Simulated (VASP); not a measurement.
Here is a VASP 6.6.1 calculation.

File INCAR:

```
PREC = Accurate
ENCUT = 500
EDIFF = 1E-6
ISMEAR = -1
SIGMA = 0.02
LREAL = False
LASPH = True
NELM = 200
ALGO = Normal
ISIF = 2
LWAVE = False
LCHARG = True
MAGMOM = 0 0 0 0 0 0
LORBIT = 11
LSORBIT = True
GGA_COMPAT = False
LORBMOM = True
LMAXMIX = 4
GGA = PE
LVHAR = True
NBANDS = 30
```

KPOINTS

```
Automatic mesh
0
Gamma
  8 8 8
```

The input POSCAR:

```
AgBr
1.0
    0.0000000000      2.8927339603      2.8927339603
    2.8927339603      0.0000000000      2.8927339603
    2.8927339603      2.8927339603      0.0000000000
Ag Br
1 1
Direct
    0.0000000000      0.0000000000      0.0000000000
    0.5000000000      0.5000000000      0.5000000000
```

Potentials or basis: VASP PAW PBE potentials, release 64 (Ag, Br).

Launch:

```sh
$ cat potpaw_PBE.64/Ag/POTCAR potpaw_PBE.64/Br/POTCAR > POTCAR
$ mpirun -np 1 vasp_ncl > vasp.out
```

Q: What does it give for the pressure?

A: 1.2 GPa.

Q: Predict the net moment.

A: 0.00 μB per cell.

Moments on the atoms (μB; x, y, z):
```
Ag  0.00 0.00 0.00
Br  0.00 0.00 0.00
```
